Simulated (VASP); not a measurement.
# O2 in VASP: single point with r2SCAN

Aim: the single point of O2 with r2SCAN.

Program: VASP 6.6.1. These are calculated values, not measurements. Logs are shortened: lines on timing, memory, paths and dates and some standing lists are left out, and cuts for length are marked.

**1. The cell of the first run**

The cell holds a molecule in a box, 2 atoms: a = 9.000 Å, b = 9.500 Å, c = 10.000 Å, α = 90.00°, β = 90.00°, γ = 90.00°.

**2. Single point, r2SCAN, collinear spin, ferromagnetic start**

POSCAR

```
O
1.0
    9.0000000000      0.0000000000      0.0000000000
    0.0000000000      9.5000000000      0.0000000000
    0.0000000000      0.0000000000     10.0000000000
O
2
Direct
    0.5000000000      0.5000000000      0.4397346704
    0.5000000000      0.5000000000      0.5602653296
```

INCAR.step1

```
SYSTEM = O
PREC = Accurate
ENCUT = 1100
ISMEAR = -1
SIGMA = 0.02
LREAL = .False.
LASPH = .True.
NELM = 200
ISPIN = 2
MAGMOM = 1 1
NBANDS = 17
GGA = PE
ALGO = Normal
EDIFF = 1E-5
LWAVE = .True.
LCHARG = .False.
GGA_COMPAT = .False.
NELMDL = -8
```

INCAR.step2

```
SYSTEM = O
PREC = Accurate
ENCUT = 1100
EDIFF = 1E-6
ISMEAR = -1
SIGMA = 0.02
LREAL = .False.
LASPH = .True.
NELM = 200
ALGO = Normal
ISIF = 2
LWAVE = .False.
LCHARG = .True.
ISPIN = 2
MAGMOM = 1 1
LORBIT = 11
METAGGA = R2SCAN
LMIXTAU = .True.
LELF = .True.
LVHAR = .True.
NBANDS = 17
ISTART = 1
GGA_COMPAT = .False.
```

KPOINTS

```
Automatic mesh
0
Gamma
  1 1 1
  0 0 0
```

Potentials or basis: VASP PAW PBE potentials, release 64 (O_h).

Run with:

```bash
$ cat potpaw_PBE.64/O_h/POTCAR > POTCAR
$ cp INCAR.step1 INCAR
$ mpirun -np 1 vasp_gam > vasp.out
$ cp INCAR.step2 INCAR
$ mpirun -np 1 vasp_gam > vasp.out
```

OUTCAR:

```text
SYSTEM = O
   PREC = Accurate
   ENCUT = 1100
   EDIFF = 1E-6
   ISMEAR = -1
   LREAL = .False.
   LASPH = .True.
   NELM = 200
   ISIF = 2
   ISPIN = 2
   LORBIT = 11
   METAGGA = R2SCAN
   ISTART = 1

 ion  position               nearest neighbor table
   1  0.500  0.500  0.440-   2 1.21
   2  0.500  0.500  0.560-   1 1.21

  LATTYP: Found a simple orthorhombic cell.
 ALAT       =     9.0000000000
 B/A-ratio  =     1.0555555556
 C/A-ratio  =     1.1111111111

  Lattice vectors:

 A1 = (   9.0000000000,   0.0000000000,   0.0000000000)
 A2 = (   0.0000000000,   9.5000000000,   0.0000000000)
 A3 = (   0.0000000000,   0.0000000000,  10.0000000000)

Analysis of symmetry for initial positions (statically):
=====================================================================
 Subroutine PRICEL returns:
 Original cell was already a primitive cell.

 Routine SETGRP: Setting up the symmetry group for a
 simple orthorhombic supercell.

 Subroutine GETGRP returns: Found  8 space group operations
 (whereof  8 operations were pure point group operations)
 out of a pool of  8 trial point group operations.

The static configuration has the point symmetry D_2h.

Analysis of symmetry for dynamics (positions and initial velocities):
=====================================================================
 Subroutine PRICEL returns:
 Original cell was already a primitive cell.

 Routine SETGRP: Setting up the symmetry group for a
 simple orthorhombic supercell.

 Subroutine GETGRP returns: Found  8 space group operations
 (whereof  8 operations were pure point group operations)
 out of a pool of  8 trial point group operations.

The dynamic configuration has the point symmetry D_2h.

Analysis of structural, dynamic, and magnetic symmetry:
=====================================================================
 Subroutine PRICEL returns:
 Original cell was already a primitive cell.

 Routine SETGRP: Setting up the symmetry group for a
 simple orthorhombic supercell.

 Subroutine GETGRP returns: Found  8 space group operations
 (whereof  8 operations were pure point group operations)
 out of a pool of  8 trial point group operations.

The overall configuration has the point symmetry D_2h.

 Subroutine INISYM returns: Found  8 space group operations
 (whereof  8 operations are pure point group operations),
 and found     1 'primitive' translations

----------------------------------------------------------------------------------------

                                     Primitive cell

  volume of cell :     855.0000

  direct lattice vectors                    reciprocal lattice vectors
     9.000000000  0.000000000  0.000000000     0.111111111  0.000000000  0.000000000
     0.000000000  9.500000000  0.000000000     0.000000000  0.105263158  0.000000000
     0.000000000  0.000000000 10.000000000     0.000000000  0.000000000  0.100000000

  length of vectors
     9.000000000  9.500000000 10.000000000     0.111111111  0.105263158  0.100000000

  position of ions in fractional coordinates (direct lattice)
     0.500000000  0.500000000  0.439734670
     0.500000000  0.500000000  0.560265330

  ion indices of the primitive-cell ions
   primitive index   ion index
                 1           1
                 2           2

----------------------------------------------------------------------------------------

 KPOINTS: Automatic mesh

Automatic generation of k-mesh.
 Grid dimensions read from file:
 generate k-points for:    1    1    1

 Generating k-lattice:

  Cartesian coordinates                     Fractional coordinates (reciprocal lattice)
     0.111111111  0.000000000  0.000000000     1.000000000  0.000000000  0.000000000
     0.000000000  0.105263158  0.000000000     0.000000000  1.000000000  0.000000000
     0.000000000  0.000000000  0.100000000     0.000000000  0.000000000  1.000000000

  Length of vectors
     0.111111111  0.105263158  0.100000000

  Shift w.r.t. Gamma in fractional coordinates (k-lattice)
     0.000000000  0.000000000  0.000000000

 Subroutine IBZKPT returns following result:
 ===========================================

 Found      1 irreducible k-points:

 Following reciprocal coordinates:
            Coordinates               Weight
  0.000000  0.000000  0.000000      1.000000
   k-points           NKPTS =      1   k-points in BZ     NKDIM =      1   number of bands    NBANDS=     17
   number of dos      NEDOS =    301   number of ions     NIONS =      2
   total plane-waves  NPLWV = ******
   dimension x,y,z NGX =    98 NGY =  108 NGZ =  108
   dimension x,y,z NGXF=   196 NGYF=  216 NGZF=  216
   ions per type =               2
   NGX,Y,Z   is equivalent  to a cutoff of  18.10, 18.90, 17.95 a.u.
   NGXF,Y,Z  is equivalent  to a cutoff of  36.20, 37.80, 35.91 a.u.
 SYSTEM =  O
   PREC   = accura    normal or accurate (medium, high low for compatibility)
   ISTART =      1    job   : 0-new  1-cont  2-samecut
   ICHARG =      0    charge: 1-file 2-atom 10-const
   ISPIN  =      2    spin polarized calculation?
   LNONCOLLINEAR =      F non collinear calculations
   LSORBIT =      F    spin-orbit coupling
   LASPH  =      T    aspherical Exc in radial PAW
   ENCUT  = 1100.0 eV  80.85 Ry    8.99 a.u.  24.34 25.69 27.04*2*pi/ulx,y,z
   NELM   =    200;   NELMIN=  2; NELMDL=  0     # of ELM steps
   EDIFF  = 0.1E-05   stopping-criterion for ELM
   LREAL  =      F    real-space projection
   EDIFFG = 0.1E-04   stopping-criterion for IOM
   NSW    =      0    number of steps for IOM
   IBRION =     -1    ionic relax: 0-MD 1-quasi-New 2-CG
   NFREE  =      0    steps in history (QN), initial steepest desc. (CG)
   ISIF   =      2    stress and relaxation
   ISYM   =      2    0-nonsym 1-usesym 2-fastsym
   POTIM  = 0.5000    time-step for ionic-motion
   TEBEG  =    0.0;   TEEND  =   0.0 temperature during run
   PSTRESS=    0.0 pullay stress
   NELECT =      12.0000    total number of electrons
   NUPDOWN=      -1.0000    fix difference up-down
   EMIN   =  10.00;   EMAX   =-10.00  energy-range for DOS
   EFERMI =   0.00;   METHOD = LEGACY
   ISMEAR =    -1;   SIGMA  =   0.02  broadening in eV -4-tet -1-fermi 0-gaus
   EFERMI_NEDOS =   21; number of points for ismear=-14 and -15
   IALGO  =     38    algorithm
   IMIX   =      4    mixing-type and parameters
     AMIX     =   0.40;   BMIX     =  1.00
     AMIX_MAG =   1.60;   BMIX_MAG =  1.00
  volume/ion in A,a.u.               =     427.50      2884.91
  Fermi-wavevector in a.u.,A,eV,Ry     =   0.394893  0.746240  2.121703  0.155941
  Thomas-Fermi vector in A             =   1.339966
   LORBIT       =     11    0 simple, 1 ext, 2 COOP (PROOUT), +10 PAW based schemes
   METAGGA = R2SCAN    functional components
   LHFCALC =     F    Hartree Fock is set to
   AEXX    =    0.0000 exact exchange contribution
   IVDW    =     0    specifies the selected vdW correction
   LEPSILON=     F    determine dielectric tensor
   LRPA    =     F    only Hartree local field effects (RPA)
 spin polarized calculation
  energy-cutoff  :     1100.00
  volume of cell :      855.00
 maximum number of plane-waves:     35417
 NGX is ok and might be reduce to    98
   NGX = 49   NGY = 51   NGZ = 55

 number of electron      12.0000001 magnetization       2.0000001

 Free energy of the ion-electron system (eV)
  ---------------------------------------------------
  ext. energy  EPLUGINS =         0.00000000
  ---------------------------------------------------
  free energy    TOTEN  =       -12.07605061 eV

  energy without entropy =      -12.07605061  energy(sigma->0) =      -12.07605061

 E-fermi :  -6.6954     XC(G=0):  -0.4184

 val. band max:       -7.2412063611   @ k =   0.0000   0.0000   0.0000
 cond. band min:      -3.7855752227   @ k =   0.0000   0.0000   0.0000
 fundamental gap:      3.4556311383
 Fermi energy:        -6.6954424751

 spin component 1

 k-point     1 :       0.0000    0.0000    0.0000
  band No.  band energies     occupation
      1     -34.3523      1.00000
      2     -21.7534      1.00000
      3     -14.1408      1.00000
      4     -14.1407      1.00000
      5     -13.9008      1.00000
      6      -7.2413      1.00000
[... 9 lines left out ...]
     16       3.1936      0.00000
     17       3.2055      0.00000
 Fermi energy:        -6.6954424751

 spin component 2

 k-point     1 :       0.0000    0.0000    0.0000
  band No.  band energies     occupation
      1     -32.9682      1.00000
      2     -19.3349      1.00000
      3     -12.8372      1.00000
      4     -11.6411      1.00000
      5     -11.6409      1.00000
      6      -3.7856      0.00000
[... 9 lines left out ...]
     16       3.2654      0.00000
     17       3.2873      0.00000

------------------------ aborting loop because EDIFF is reached ----------------------------------------

  FORCE on cell =-STRESS in cart. coord.  units (eV):
  Direction    XX          YY          ZZ          XY          YZ          ZX
  --------------------------------------------------------------------------------------
  -------------------------------------------------------------------------------------
  Total       -0.0264048     -0.0223062      0.0745702      0.0000000      0.0000000      0.0000000
  in kB       -0.0494797     -0.0417993      0.1397364      0.0000000      0.0000000      0.0000000
  external PRESSURE =       0.0161524 kB  Pullay stress =       0.0000000 kB

 VOLUME and BASIS-vectors are now :
 -----------------------------------------------------------------------------
  energy-cutoff  :     1100.00
  volume of cell :      855.00
      direct lattice vectors                 reciprocal lattice vectors
     9.000000000  0.000000000  0.000000000     0.111111111  0.000000000  0.000000000
     0.000000000  9.500000000  0.000000000     0.000000000  0.105263158  0.000000000
     0.000000000  0.000000000 10.000000000     0.000000000  0.000000000  0.100000000

 POSITION                                       TOTAL-FORCE (eV/Angst)
 -----------------------------------------------------------------------------------
      4.50000      4.75000      4.39735         0.000000      0.000000     -0.081225
      4.50000      4.75000      5.60265        -0.000000      0.000000      0.081225
 -----------------------------------------------------------------------------------
    total drift:                                0.000000      0.000000      0.000000

  FREE ENERGIE OF THE ION-ELECTRON SYSTEM (eV)
  ---------------------------------------------------
  free  energy   TOTEN  =       -12.0760506110 eV

  energy  without entropy=      -12.0760506110  energy(sigma->0) =      -12.07605061

 total charge

# of ion       s       p       d       tot
------------------------------------------
    1        1.091   2.232   0.000   3.322
    2        1.091   2.232   0.000   3.322
--------------------------------------------------
tot          2.181   4.463   0.000   6.645

 magnetization (x)

# of ion       s       p       d       tot
------------------------------------------
    1        0.021   0.627   0.000   0.648
    2        0.021   0.627   0.000   0.648
--------------------------------------------------
tot          0.042   1.254   0.000   1.296
```

It took 7.9 min on 1 thread of AMD EPYC 9R45 (Zen 5), shared host; peak memory 3.1 GiB.

Results:

```yaml
Free_energy: -12.0761 eV
Largest_force: 0.081 eV/Å
Gap_between_the_frontier_levels: 3.46 eV
Net_moment: 2.00 μB per cell
Site_moments: O +0.65 μB
Valence_electrons_inside_the_program's_atomic_spheres: O 3.32
```

Forces in eV/Å, atoms in the order of the input:
```
O    0.000  0.000 -0.081
O    0.000  0.000  0.081
```

Levels at points of the mesh, in eV from the valence-band top:
Spin up:
```tsv
k point	band 3	band 4	band 5	band 6	band 7	band 8	band 9	band 10	band 11	band 12
(0.00, 0.00, 0.00)	-6.90	-6.90	-6.66	0.00	0.00	7.32	8.68	8.81	8.92	9.03
```
Spin down:
```csv
k point,band 1,band 2,band 3,band 4,band 5,band 6,band 7,band 8,band 9,band 10
"(0.00, 0.00, 0.00)",-25.73,-12.09,-5.60,-4.40,-4.40,3.46,3.46,7.38,8.84,8.85
```

Caveat: the PAW data sets were made with another functional, which shifts forces and pressure a little.
